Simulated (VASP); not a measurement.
CdTe: single point with r2SCAN

Crystal: CdTe.

```
Cd Te
1.0
     0.00000    3.25672    3.25672
     3.25672    0.00000    3.25672
     3.25672    3.25672    0.00000
Cd Te
1 1
Direct
  0.00000 0.00000 0.00000
  0.25000 0.25000 0.25000
```

This cell differs from its parent crystal: volume scaled by 0.980.

```yaml
Program: VASP 6.6.1
Task: single point
Functional: r2SCAN
Potentials_or_basis: VASP PAW PBE potentials, release 64 (Cd, Te)
Cutoff: 520 eV
k_mesh: 10 × 10 × 10
Occupations: gaussian, width 0.05 eV
Spin: no spin polarisation
```

```json
{
  "Pressure": "1.0 GPa",
  "Band gap on the k mesh": "1.22 eV, direct"
}
```

Levels at points of the mesh, in eV from the valence-band top:
```csv
k point,band 6,band 7,band 8,band 9,band 10,band 11,band 12,band 13
"(0.00, 0.00, 0.00)",-8.24,0.00,0.00,0.00,1.22,5.04,5.04,5.04
"(0.50, 0.00, 0.00)",-7.87,-4.41,-0.77,-0.77,2.22,5.59,5.59,7.41
"(0.50, 0.50, 0.00)",-7.73,-4.28,-1.86,-1.86,2.91,2.99,9.38,9.74
```

Run time: 5.1 min on 1 thread of AMD EPYC 7R43 64-Core Processor (Zen 3) (shared host), peak memory 0.2 GiB.

Caveat: the PAW data sets were made with another functional, which shifts forces and pressure a little; spin-orbit coupling is left out, which moves the levels of the heavy elements.
